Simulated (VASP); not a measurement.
Here is a VASP 6.6.1 calculation.

The input INCAR:

```
PREC = Accurate ; ENCUT = 520
EDIFF = 1E-6 ; ISMEAR = -1
SIGMA = 0.1 ; LREAL = False
LASPH = True ; NELM = 100
ALGO = Normal ; ISIF = 2
LWAVE = False ; LCHARG = False
GGA = PS ; NBANDS = 11
```

KPOINTS

```
Automatic mesh
0
Gamma
  15 15 8
```

Contents of POSCAR:

```
Si
1.0
    2.6415719377      0.0000000000      0.0000000000
   -1.3207859689      2.2876684040      0.0000000000
    0.0000000000      0.0000000000      4.4448165048
Si
2
Direct
    0.3333333333      0.6666666667      0.2500000000
    0.6666666667      0.3333333333      0.7500000000
```

Potentials or basis: VASP PAW PBE potentials, release 64 (Si).

Launch:

```bash
$ cat potpaw_PBE.64/Si/POTCAR > POTCAR
$ mpirun -np 1 vasp_std > vasp.out
```

Task: What does it give for the pressure?

Result: 4.0 GPa.

Task: Predict the band gap on the k mesh.

Result: Zero (bands 4 and 5 overlap by 13.14 eV).

Stress tensor (GPa, compression positive):
```
3.57 0.00 0.00
0.00 3.57 0.00
0.00 0.00 4.98
```

Caveat: the cell stands under pressure; the PAW data sets were made with another functional, which shifts forces and pressure a little.
